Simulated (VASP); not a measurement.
# Al (Fmmm) in VASP: further runs, part 2 of 2

VASP 6.6.1. The steps go on from the part before.

## Step 3: Single point, PBEsol (strain +0.0075 x Voigt [0, 0, 0, 1, 0, 0])

The input, INCAR:

```
PREC     = Accurate       # precision mode
ENCUT    = 520            # plane-wave cutoff, eV
EDIFF    = 1E-7           # SCF threshold, eV
ISMEAR   = 0              # smearing method
SIGMA    = 0.15           # smearing width, eV
LREAL    = F              # projectors in reciprocal space
LASPH    = T              # aspherical terms in the spheres
NELM     = 60             # most SCF steps
ALGO     = Fast           # electronic algorithm
ISIF     = 2              # what is computed and relaxed
LWAVE    = F              # write WAVECAR
LCHARG   = F              # write CHGCAR
GGA      = PS             # functional
NBANDS   = 8              # bands
```

The input, KPOINTS:

```
regular mesh
0
Gamma
  20 20 20
```

The input, POSCAR:

```
Al
1.0
   -1.5912186900      1.5971857601      1.5971857601
    1.5912186900     -1.5852516199      1.5852516199
    1.5912186900      1.5852516199     -1.5852516199
Al
1
Direct
    0.0000000000      0.0000000000      0.0000000000
```

Potentials or basis: VASP PAW PBE potentials, release 64 (Al).

Run with:

```bash
$ cat potpaw_PBE.64/Al/POTCAR > POTCAR
$ mpirun -np 1 vasp_std > vasp.out
```

OUTCAR:

```text
PREC = Accurate
   ENCUT = 520
   EDIFF = 1E-7
   ISMEAR = 0
   LREAL = F
   LASPH = T
   NELM = 60
   ISIF = 2
   GGA = PS

 ion  position               nearest neighbor table
   1  0.000  0.000  0.000-

  LATTYP: Found a face centered orthorhombic cell.
 ALAT       =     3.1824373800
 B/A-ratio  =     1.4089102615
 C/A-ratio  =     1.4195168632

  Lattice vectors:

 A1 = (   0.0000000000,   3.1824373800,   0.0119341402)
 A2 = (   1.5912186900,   1.5971857601,   1.5971857601)
 A3 = (   1.5912186900,   1.5852516199,  -1.5852516199)

Analysis of symmetry for initial positions (statically):
=====================================================================
 Subroutine PRICEL returns:
 Original cell was already a primitive cell.

 Routine SETGRP: Setting up the symmetry group for a
 face centered orthorhombic supercell.

 Subroutine GETGRP returns: Found  8 space group operations
 (whereof  8 operations were pure point group operations)
 out of a pool of  8 trial point group operations.

[... 156 lines left out ...]
  ext. energy  EPLUGINS =         0.00000000
  ---------------------------------------------------
  free energy    TOTEN  =        -3.99216503 eV

  energy without entropy =       -3.98702296  energy(sigma->0) =       -3.98959399

 E-fermi :   8.2070     XC(G=0): -10.3470

 val. band max:        8.2066824010   @ k =   0.1500   0.2500   0.2500
 cond. band min:       8.2076729955   @ k =   0.5000  -0.3000   0.0500
 fundamental gap:      0.0009905945
 Fermi energy:         8.2069973975

 k-point     1 :       0.0000    0.0000    0.0000
  band No.  band energies     occupation
      1      -3.0915      2.00000
      2      21.5323      0.00000
      3      21.5769      0.00000
      4      21.6376      0.00000
      5      23.1227      0.00000
      6      23.2271      0.00000
      7      23.3234      0.00000
      8      24.6701      0.00000
[... 243 lines left out ...]
 k-point    24 :       0.1000    0.1000    0.0000
  band No.  band energies     occupation
      1      -2.2214      2.00000
      2      16.5971      0.00000
      3      16.9466      0.00000
      4      19.2895      0.00000
      5      22.4236      0.00000
      6      22.5610      0.00000
      7      24.9455      0.00000
      8      25.2879      0.00000

 [... further k-points ...]
[... 5 lines left out ...]
  --------------------------------------------------------------------------------------
  -------------------------------------------------------------------------------------
  Total        0.2274060      0.2297531      0.2297531      0.0000000     -0.0315315      0.0000000
  in kB       22.6083583     22.8416990     22.8416990      0.0000000     -3.1348169      0.0000000
  external PRESSURE =      22.7639188 kB  Pullay stress =       0.0000000 kB

 VOLUME and BASIS-vectors are now :
 -----------------------------------------------------------------------------
  energy-cutoff  :      520.00
  volume of cell :       16.12
      direct lattice vectors                 reciprocal lattice vectors
    -1.591218690  1.597185760  1.597185760     0.000000000  0.313050625  0.313050625
     1.591218690 -1.585251620  1.585251620     0.314224565 -0.001178359  0.314228983
     1.591218690  1.585251620 -1.585251620     0.314224565  0.314228983 -0.001178359

 POSITION                                       TOTAL-FORCE (eV/Angst)
 -----------------------------------------------------------------------------------
      0.00000      0.00000      0.00000        -0.000000      0.000000      0.000000
 -----------------------------------------------------------------------------------
    total drift:                                0.000000      0.000000     -0.000000

  FREE ENERGIE OF THE ION-ELECTRON SYSTEM (eV)
  ---------------------------------------------------
  free  energy   TOTEN  =        -3.9921650255 eV

  energy  without entropy=       -3.9870229563  energy(sigma->0) =       -3.98959399
```

stdout:

```text
POSCAR found type information on POSCAR Al
 POSCAR found :  1 types and       1 ions
 scaLAPACK will be used
 -----------------------------------------------------------------------------
|                                                                             |
|                                                                             |
|     You enforced a specific xc type in the INCAR file but a different       |
|     I HOPE YOU KNOW WHAT YOU ARE DOING!                                     |
|                                                                             |
 -----------------------------------------------------------------------------

 LDA part: xc-table for (Slater+PW92), standard interpolation
 POSCAR, INCAR and KPOINTS ok, starting setup
 FFT: planning ... GRIDC
 FFT: planning ... GRID_SOFT
 FFT: planning ... GRID
 WAVECAR not read
 entering main loop
```

It took 1.8 min on 1 thread of Intel Xeon Platinum 8259CL at 2.50GHz (Skylake/Cascade Lake), shared host; peak memory 0.23 GiB.

Results:

```yaml
Free_energy: -3.9922 eV
Pressure: 2.3 GPa
Band_gap_on_the_k_mesh: zero (an odd number of electrons rules out a gap without spin polarisation)
```

Stress tensor (GPa, compression positive):
```
 2.26  0.00  0.00
 0.00  2.28 -0.31
 0.00 -0.31  2.28
```

Caveat: the cell differs from its parent crystal (strain +0.0075 x Voigt [0, 0, 0, 1, 0, 0]); the PAW data sets were made with another functional, which shifts forces and pressure a little.

## Step 4: Single point, PBEsol (strain +0.0025 x Voigt [0, 0, 0, 1, 0, 0])

The input, INCAR:

```
PREC = Accurate ; ENCUT = 520
EDIFF = 1E-7 ; ISMEAR = 0
SIGMA = 0.15 ; LREAL = False
LASPH = True ; NELM = 80
ALGO = Fast ; ISIF = 2
LWAVE = False ; LCHARG = False
GGA = PS ; NBANDS = 8
```

KPOINTS is that of step 3.

The input, POSCAR:

```
Al
1.0
   -1.5912186900      1.5932077134      1.5932077134
    1.5912186900     -1.5892296666      1.5892296666
    1.5912186900      1.5892296666     -1.5892296666
Al
1
Direct
    0.0000000000      0.0000000000      0.0000000000
```

Run with:

```bash
$ cat potpaw_PBE.64/Al/POTCAR > POTCAR
$ mpirun -np 1 vasp_std > vasp.out
```

It took 1.9 min on 1 thread of Intel Xeon Platinum 8259CL at 2.50GHz (Skylake/Cascade Lake), shared host; peak memory 0.23 GiB.

The run converged. Its results:

* Free energy: -3.9923 eV
* Pressure: 2.3 GPa
* Band gap on the k mesh: zero (an odd number of electrons rules out a gap without spin polarisation)

Stress tensor (GPa, compression positive):
```
 2.27  0.00  0.00
 0.00  2.28 -0.10
 0.00 -0.10  2.28
```

Levels at points of the mesh, in eV from the Fermi level:
```csv
k point,band 1,band 2,band 3,band 4,band 5,band 6
"(0.00, 0.00, 0.00)",-11.30,13.36,13.38,13.39,14.99,15.02
"(0.50, 0.00, 0.00)",-4.43,-3.92,8.31,8.35,10.14,11.63
"(0.00, 0.50, 0.00)",-4.42,-3.89,8.30,8.33,10.12,11.60
"(0.00, 0.50, 0.50)",-4.40,-3.87,8.30,8.30,10.11,11.58
"(0.50, 0.50, 0.50)",1.89,1.90,1.91,2.93,2.93,5.86
```

Caveat: the cell differs from its parent crystal (strain +0.0025 x Voigt [0, 0, 0, 1, 0, 0]); the PAW data sets were made with another functional, which shifts forces and pressure a little.

## Step 5: Overview

```csv
cell,gap on the mesh (eV),pressure (GPa)
"a = 2.772, b = 2.740, c = 2.740 Å, angles 109.0, 109.5, 109.5°, 1 atom",none,2.3
"a = 2.763, b = 2.749, c = 2.749 Å, angles 109.3, 109.5, 109.5°, 1 atom",none,2.3
"a = 2.758, b = 2.754, c = 2.754 Å, angles 109.4, 109.5, 109.5°, 1 atom",none,2.3
```

Alike in all rows: task single point; level PBEsol; potentials or basis VASP PAW PBE potentials, release 64 (Al); no spin polarisation; k mesh 20 × 20 × 20; cutoff (eV) 520; smearing gaussian 0.15 eV.

Caveats: the PAW data sets were made with another functional, which shifts forces and pressure a little.

Absolute energies hang on the potentials; compare differences alone.
